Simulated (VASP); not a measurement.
MgHgO2, 4 atoms in the cell. It takes space group P-4m2 (No. 115, tetragonal). Conventional cell: a = 3.421 Å, b = 3.421 Å, c = 5.089 Å, α = 90.00°, β = 90.00°, γ = 90.00°. Mg (site symmetry -4m2) has 4 O at 2.00 Å within 2.6 Å. O (site symmetry 2mm) has 2 Mg at 2.00 Å and 2 Hg at 2.29 Å within 2.6 Å. Hg (site symmetry -4m2) has 4 O at 2.29 Å within 3.0 Å. 

```yaml
Program: VASP 6.6.1
Task: single point
Functional: r2SCAN
Potentials_or_basis: VASP PAW PBE potentials, release 64 (Mg, O, Hg)
Cutoff: 520 eV
k_mesh: 6 × 6 × 4
Occupations: fermi-dirac, width 0.02 eV
Spin: no spin polarisation
Dipole_correction: no
Further_INCAR_settings: ALGO = Normal; EDIFF = 1e-06; NBANDS = 21
```

Potentials or basis: VASP PAW PBE potentials, release 64 (Mg, O, Hg).

Launch:

```sh
$ cat potpaw_PBE.64/Mg/POTCAR potpaw_PBE.64/O/POTCAR potpaw_PBE.64/Hg/POTCAR > POTCAR
$ cp INCAR.step1 INCAR
$ mpirun -np 1 vasp_std > vasp.out
$ cp INCAR.step2 INCAR
$ mpirun -np 1 vasp_std > vasp.out
```

Hardware: 1 thread of Intel(R) Xeon(R) Platinum 8259CL CPU @ 2.50GHz (Skylake/Cascade Lake), with other jobs on the host.

**Question.** Estimate the wall time of this run.

**Answer.** Wall time 2.2 min on 1 thread of Intel(R) Xeon(R) Platinum 8259CL CPU @ 2.50GHz (Skylake/Cascade Lake), with other jobs on the host, peak memory 0.2 GiB. Counts: k points 30.
